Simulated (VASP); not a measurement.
# TmH (R-3m) in VASP: single point with PBE

Aim: the single point of TmH with PBE.

Everything below comes from runs of VASP 6.6.1. Logs are shortened: lines on timing, memory, paths and dates and some standing lists are left out, and cuts for length are marked.

**1. The cell of the first run**

It takes space group R-3m (No. 166, trigonal). The conventional cell has a = 3.120 Å, b = 3.120 Å, c = 11.939 Å, α = 90.00°, β = 90.00°, γ = 120.00°. Tm (site symmetry -3m) has 6 H at 2.68 Å and 6 Tm at 3.12 Å within 3.5 Å. H (site symmetry -3m) has 6 Tm at 2.68 Å and 6 H at 3.12 Å within 3.5 Å.

The cell was built from a structure type or drawn by symmetry, and may not be a known phase.

**2. Single point, PBE**

INCAR

```
PREC = Accurate ; ENCUT = 500
EDIFF = 1E-6 ; ISMEAR = 0
SIGMA = 0.1 ; LREAL = F
LASPH = T ; NELM = 200
ALGO = Normal ; ISIF = 2
LWAVE = F ; LCHARG = F
GGA = PE ; NBANDS = 12
GGA_COMPAT = F ; LMAXMIX = 6
```

KPOINTS

```
regular mesh
0
Gamma
  6 6 6
```

POSCAR

```
TmH
1.0
    1.5601830700      0.9007721100      3.9796364000
   -1.5601830700      0.9007721100      3.9796364000
    0.0000000000     -1.8015442300      3.9796364000
Tm H
1 1
Direct
    0.0000000000      0.0000000000      0.0000000000
    0.5000000000      0.5000000000      0.5000000000
```

Potentials or basis: VASP PAW PBE potentials, release 64 (Tm_3, H), 4f in core.

Run with:

```console
cat potpaw_PBE.64/Tm_3/POTCAR potpaw_PBE.64/H/POTCAR > POTCAR
mpirun -np 1 vasp_std > vasp.out
```

OUTCAR:

```text
PREC = Accurate
   ENCUT = 500
   EDIFF = 1E-6
   ISMEAR = 0
   LREAL = F
   LASPH = T
   NELM = 200
   ISIF = 2
   GGA = PE

 ion  position               nearest neighbor table
   1  0.000  0.000  0.000-
   2  0.500  0.500  0.500-

  LATTYP: Found a trigonal (rhomboedric) cell.
 ALAT       =     4.3684170454
 COS(alpha) =     0.7448868003

  Lattice vectors:

 A1 = (   1.5601830700,   0.9007721100,   3.9796364000)
 A2 = (  -1.5601830700,   0.9007721100,   3.9796364000)
 A3 = (   0.0000000000,  -1.8015442300,   3.9796364000)

Analysis of symmetry for initial positions (statically):
=====================================================================
 Subroutine PRICEL returns:
 Original cell was already a primitive cell.

 Routine SETGRP: Setting up the symmetry group for a
 trigonal (rhombohedral) supercell.

 Subroutine GETGRP returns: Found 12 space group operations
 (whereof 12 operations were pure point group operations)
 out of a pool of 12 trial point group operations.

The static configuration has the point symmetry D_3d.

Analysis of symmetry for dynamics (positions and initial velocities):
=====================================================================
 Subroutine PRICEL returns:
 Original cell was already a primitive cell.

 Routine SETGRP: Setting up the symmetry group for a
 trigonal (rhombohedral) supercell.

 Subroutine GETGRP returns: Found 12 space group operations
 (whereof 12 operations were pure point group operations)
 out of a pool of 12 trial point group operations.

The dynamic configuration has the point symmetry D_3d.

 Subroutine INISYM returns: Found 12 space group operations
 (whereof 12 operations are pure point group operations),
 and found     1 'primitive' translations

----------------------------------------------------------------------------------------

                                     Primitive cell

  volume of cell :      33.5572

  direct lattice vectors                    reciprocal lattice vectors
     1.560183070  0.900772110  3.979636400     0.320475212  0.185026450  0.083759746
    -1.560183070  0.900772110  3.979636400    -0.320475212  0.185026450  0.083759746
     0.000000000 -1.801544230  3.979636400     0.000000000 -0.370052901  0.083759746

  length of vectors
     4.368417045  4.368417045  4.368417046     0.379413816  0.379413816  0.379413817

  position of ions in fractional coordinates (direct lattice)
     0.000000000  0.000000000  0.000000000
     0.500000000  0.500000000  0.500000000

  ion indices of the primitive-cell ions
   primitive index   ion index
                 1           1
                 2           2

----------------------------------------------------------------------------------------

 KPOINTS: regular mesh

Automatic generation of k-mesh.
 Grid dimensions read from file:
 generate k-points for:    6    6    6

 Generating k-lattice:

  Cartesian coordinates                     Fractional coordinates (reciprocal lattice)
     0.053412535  0.030837742  0.013959958     0.166666667 -0.000000000  0.000000000
    -0.053412535  0.030837742  0.013959958    -0.000000000  0.166666667  0.000000000
     0.000000000 -0.061675483  0.013959958     0.000000000  0.000000000  0.166666667

  Length of vectors
     0.063235636  0.063235636  0.063235636

  Shift w.r.t. Gamma in fractional coordinates (k-lattice)
     0.000000000  0.000000000  0.000000000

 Subroutine IBZKPT returns following result:
 ===========================================

 Found     32 irreducible k-points:

 Following reciprocal coordinates:
            Coordinates               Weight
  0.000000  0.000000  0.000000      1.000000
  0.166667  0.000000  0.000000      6.000000
  0.333333  0.000000  0.000000      6.000000
  0.500000  0.000000  0.000000      3.000000
  0.166667  0.166667  0.000000      6.000000
  0.333333  0.166667  0.000000     12.000000
[... 16 lines left out ...]
  0.500000  0.500000  0.166667      6.000000
 -0.333333  0.500000  0.166667     12.000000
 [... further k-points ...]
   k-points           NKPTS =     32   k-points in BZ     NKDIM =     32   number of bands    NBANDS=     12
   number of dos      NEDOS =    301   number of ions     NIONS =      2
   total plane-waves  NPLWV =  32768
   dimension x,y,z NGX =    32 NGY =   32 NGZ =   32
   dimension x,y,z NGXF=    64 NGYF=   64 NGZF=   64
   ions per type =               1   1
   NGX,Y,Z   is equivalent  to a cutoff of  12.18, 12.18, 12.18 a.u.
   NGXF,Y,Z  is equivalent  to a cutoff of  24.36, 24.36, 24.36 a.u.
 SYSTEM =  unknown system
   PREC   = accura    normal or accurate (medium, high low for compatibility)
   ISTART =      0    job   : 0-new  1-cont  2-samecut
   ICHARG =      2    charge: 1-file 2-atom 10-const
   ISPIN  =      1    spin polarized calculation?
   LNONCOLLINEAR =      F non collinear calculations
   LSORBIT =      F    spin-orbit coupling
   LASPH  =      T    aspherical Exc in radial PAW
   ENCUT  =  500.0 eV  36.75 Ry    6.06 a.u.   7.96  7.96  7.96*2*pi/ulx,y,z
   NELM   =    200;   NELMIN=  2; NELMDL= -5     # of ELM steps
   EDIFF  = 0.1E-05   stopping-criterion for ELM
   LREAL  =      F    real-space projection
   EDIFFG = 0.1E-04   stopping-criterion for IOM
   NSW    =      0    number of steps for IOM
   IBRION =     -1    ionic relax: 0-MD 1-quasi-New 2-CG
   NFREE  =      0    steps in history (QN), initial steepest desc. (CG)
   ISIF   =      2    stress and relaxation
   ISYM   =      2    0-nonsym 1-usesym 2-fastsym
   POTIM  = 0.5000    time-step for ionic-motion
   TEBEG  =    0.0;   TEEND  =   0.0 temperature during run
   PSTRESS=    0.0 pullay stress
   NELECT =      10.0000    total number of electrons
   NUPDOWN=      -1.0000    fix difference up-down
   EMIN   =  10.00;   EMAX   =-10.00  energy-range for DOS
   EFERMI =   0.00;   METHOD = LEGACY
   ISMEAR =     0;   SIGMA  =   0.10  broadening in eV -4-tet -1-fermi 0-gaus
   EFERMI_NEDOS =   21; number of points for ismear=-14 and -15
   IALGO  =     38    algorithm
   IMIX   =      4    mixing-type and parameters
     AMIX     =   0.40;   BMIX     =  1.00
     AMIX_MAG =   1.60;   BMIX_MAG =  1.00
  volume/ion in A,a.u.               =      16.78       113.23
  Fermi-wavevector in a.u.,A,eV,Ry     =   1.093486  2.066388 16.268636  1.195711
  Thomas-Fermi vector in A             =   2.229772
   LORBIT       =      0    0 simple, 1 ext, 2 COOP (PROOUT), +10 PAW based schemes
   GGA     = PE    functional components
   LHFCALC =     F    Hartree Fock is set to
   AEXX    =    0.0000 exact exchange contribution
   IVDW    =     0    specifies the selected vdW correction
   LEPSILON=     F    determine dielectric tensor
   LRPA    =     F    only Hartree local field effects (RPA)
 non-spin polarized calculation
 Gauss-broadening in eV      SIGMA  =   0.10
  energy-cutoff  :      500.00
  volume of cell :       33.56
 maximum number of plane-waves:       866
   NGX = 15   NGY = 15   NGZ = 15

 number of electron      10.0000000 magnetization

 Free energy of the ion-electron system (eV)
  ---------------------------------------------------
  ext. energy  EPLUGINS =         0.00000000
  ---------------------------------------------------
  free energy    TOTEN  =        -7.63203124 eV

  energy without entropy =       -7.62673710  energy(sigma->0) =       -7.62938417

 E-fermi :   3.0372     XC(G=0):  -9.7790

 val. band max:        3.0093106734   @ k =  -0.3333   0.1667   0.0000
 cond. band min:       3.1192813433   @ k =  -0.1667   0.5000   0.1667
 fundamental gap:      0.1099706699
 Fermi energy:         3.0371737575

 k-point     1 :       0.0000    0.0000    0.0000
  band No.  band energies     occupation
      1     -22.7516      2.00000
      2     -22.0016      2.00000
      3     -22.0016      2.00000
      4      -4.5032      2.00000
      5       1.2549      2.00000
      6       5.4253      0.00000
      7       5.4253      0.00000
      8       7.8535      0.00000
      9       8.5009      0.00000
     10       8.5009      0.00000
     11       9.6581      0.00000
     12      14.6071      0.00000

 k-point     2 :       0.1667    0.0000    0.0000
  band No.  band energies     occupation
      1     -22.7109      2.00000
      2     -22.3210      2.00000
      3     -22.0710      2.00000
      4      -3.7794      2.00000
      5       2.0217      2.00000
      6       4.4442      0.00000
      7       5.5047      0.00000
      8       6.3724      0.00000
      9       7.9459      0.00000
     10       8.1580      0.00000
     11      11.5189      0.00000
     12      16.7685      0.00000

 k-point     3 :       0.3333    0.0000    0.0000
  band No.  band energies     occupation
      1     -22.9129      2.00000
      2     -22.6275      2.00000
      3     -22.2064      2.00000
      4      -2.0315      2.00000
      5       1.8915      2.00000
      6       3.2480      0.00286
      7       5.3637      0.00000
      8       6.6722      0.00000
      9       7.0519      0.00000
     10       8.9371      0.00000
     11      14.2213      0.00000
     12      14.6178      0.00000

 k-point     4 :       0.5000    0.0000    0.0000
  band No.  band energies     occupation
      1     -23.1888      2.00000
      2     -22.5854      2.00000
      3     -22.2726      2.00000
      4      -0.3499      2.00000
      5       0.6273      2.00000
      6       2.3402      2.00000
      7       5.1811      0.00000
      8       6.6818      0.00000
      9       8.5107      0.00000
     10      11.1606      0.00000
     11      13.1005      0.00000
     12      13.7392      0.00000

 k-point     5 :       0.1667    0.1667    0.0000
  band No.  band energies     occupation
      1     -22.7170      2.00000
      2     -22.3197      2.00000
      3     -22.0722      2.00000
      4      -3.6969      2.00000
      5       1.8682      2.00000
      6       4.4445      0.00000
      7       5.4129      0.00000
      8       6.3390      0.00000
      9       8.2449      0.00000
     10       8.9582      0.00000
     11      10.3564      0.00000
     12      16.6750      0.00000
[... 228 lines left out ...]
      1     -23.0398      2.00000
      2     -22.6016      2.00000
      3     -22.4407      2.00000
      4      -1.1484      2.00000
      5       1.8818      2.00000
      6       3.9013      0.00000
      7       5.1700      0.00000
      8       6.2258      0.00000
      9       7.5682      0.00000
     10      10.3329      0.00000
     11      11.4014      0.00000
     12      12.6646      0.00000

 k-point    22 :      -0.1667    0.3333    0.1667
  band No.  band energies     occupation
      1     -23.0404      2.00000
      2     -22.5894      2.00000
      3     -22.4406      2.00000
      4      -1.3040      2.00000
      5       2.3121      2.00000
      6       3.3599      0.00001
      7       4.6702      0.00000
      8       5.9898      0.00000
      9       8.3542      0.00000
     10      10.4655      0.00000
     11      12.1257      0.00000
     12      13.3761      0.00000

 k-point    23 :       0.5000    0.5000    0.1667
  band No.  band energies     occupation
      1     -22.9060      2.00000
      2     -22.6617      2.00000
      3     -22.2105      2.00000
      4      -1.9946      2.00000
      5       1.4717      2.00000
      6       4.1665      0.00000
      7       6.5537      0.00000
      8       7.2226      0.00000
      9       7.9595      0.00000
     10       8.7945      0.00000
     11       9.2967      0.00000
     12      15.1001      0.00000

 k-point    24 :      -0.3333    0.5000    0.1667
  band No.  band energies     occupation
      1     -23.0368      2.00000
      2     -22.6063      2.00000
      3     -22.4429      2.00000
      4      -1.4626      2.00000
      5       2.1799      2.00000
      6       4.2713      0.00000
      7       5.4307      0.00000
      8       6.8482      0.00000
      9       7.7895      0.00000
     10       8.7557      0.00000
     11      11.0845      0.00000
     12      12.5670      0.00000

 [... further k-points ...]

------------------------ aborting loop because EDIFF is reached ----------------------------------------

  FORCE on cell =-STRESS in cart. coord.  units (eV):
  Direction    XX          YY          ZZ          XY          YZ          ZX
  --------------------------------------------------------------------------------------
  -------------------------------------------------------------------------------------
  Total        1.3511858      1.3511858     -3.3216429      0.0000000      0.0000000      0.0000000
  in kB       64.5119995     64.5119992   -158.5909453      0.0000000      0.0000001      0.0000000
  external PRESSURE =      -9.8556489 kB  Pullay stress =       0.0000000 kB

 VOLUME and BASIS-vectors are now :
 -----------------------------------------------------------------------------
  energy-cutoff  :      500.00
  volume of cell :       33.56
      direct lattice vectors                 reciprocal lattice vectors
     1.560183070  0.900772110  3.979636400     0.320475212  0.185026450  0.083759746
    -1.560183070  0.900772110  3.979636400    -0.320475212  0.185026450  0.083759746
     0.000000000 -1.801544230  3.979636400     0.000000000 -0.370052901  0.083759746

 POSITION                                       TOTAL-FORCE (eV/Angst)
 -----------------------------------------------------------------------------------
      0.00000      0.00000      0.00000        -0.000000      0.000000     -0.000000
      0.00000     -0.00000      5.96945         0.000000     -0.000000      0.000000
 -----------------------------------------------------------------------------------
    total drift:                               -0.000000     -0.000000     -0.000000

  FREE ENERGIE OF THE ION-ELECTRON SYSTEM (eV)
  ---------------------------------------------------
  free  energy   TOTEN  =        -7.6320312439 eV

  energy  without entropy=       -7.6267370966  energy(sigma->0) =       -7.62938417
```

It took 6.3 s on 1 thread of Intel Xeon 6975P-C (Granite Rapids), shared host; peak memory 0.18 GiB.

Results:

```yaml
Free_energy: -7.6320 eV
Pressure: -1.0 GPa
Band_gap_on_the_k_mesh: zero (bands 5 and 6 overlap by 1.11 eV)
```

Stress tensor (GPa, compression positive):
```
  6.45   0.00   0.00
  0.00   6.45   0.00
  0.00   0.00 -15.86
```

Caveat: the k points lie up to 0.40 Å⁻¹ apart, too coarse for converged energies and pressures of a metal; spin-orbit coupling is left out, which moves the levels of the heavy elements; the 4f electrons are frozen in the core, so they carry no moment and show no levels. Spin polarisation is off, so any magnetic state and its effect on volume and gap are missing.
